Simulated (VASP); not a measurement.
A run of VASP 6.6.1 is set up as follows.

File INCAR:

```
ALGO = Normal ; EDIFF = 1E-7
EDIFFG = -0.002 ; ENCUT = 600
GGA = CA ; IBRION = 2
ISIF = 3 ; ISMEAR = 0
LASPH = T ; LCHARG = F
LREAL = F ; LWAVE = F
NELM = 100 ; NSW = 100
PREC = Accurate ; PSTRESS = 150.0
SIGMA = 0.01
```

Contents of KPOINTS:

```
k-points
0
Gamma
  8 8 6
```

The input POSCAR:

```
SiC
1.0
    3.0563647925      0.0000000000      0.0000000000
   -1.5281823962      2.6468895535      0.0000000000
    0.0000000000      0.0000000000      5.0159020124
Si C
2 2
Direct
    0.3333333333      0.6666666667      0.0045955262
    0.6666666667      0.3333333333      0.5045955262
    0.3333333333      0.6666666667      0.3804044738
    0.6666666667      0.3333333333      0.8804044738
```

Potentials or basis: VASP PAW LDA potentials, release 64 (Si, C).

Run with:

```console
$ cat potpaw_LDA.64/Si/POTCAR potpaw_LDA.64/C/POTCAR > POTCAR
$ mpirun -np 1 vasp_std > vasp.out
```

Question: Predict the band gap on the k mesh.

Answer: 2.29 eV, indirect (least direct gap 4.02 eV).

Question: What does it give for the relaxed volume?

Answer: 9.58 Å³/atom.

Step by step:
```tsv
step	energy change (eV)	largest force (eV/Å)	pressure (GPa)	volume (Å³)
1	0.0000	0.0007	0.26	40.58
2	0.6151	0.0251	41.72	35.34
3	0.0986	0.0097	14.66	38.36
4	0.1027	0.0100	14.98	38.32
5	0.1068	0.0102	15.31	38.28
6	0.0984	0.0221	14.63	38.37
7	0.1030	0.0041	15.01	38.32
8	0.1028	0.0014	14.99	38.32
9	0.1028	0.0001	14.99	38.32
```

Caveat: the cell is relaxed towards a set pressure, so the enthalpy falls and the energy may rise. A k mesh can miss the band edges.
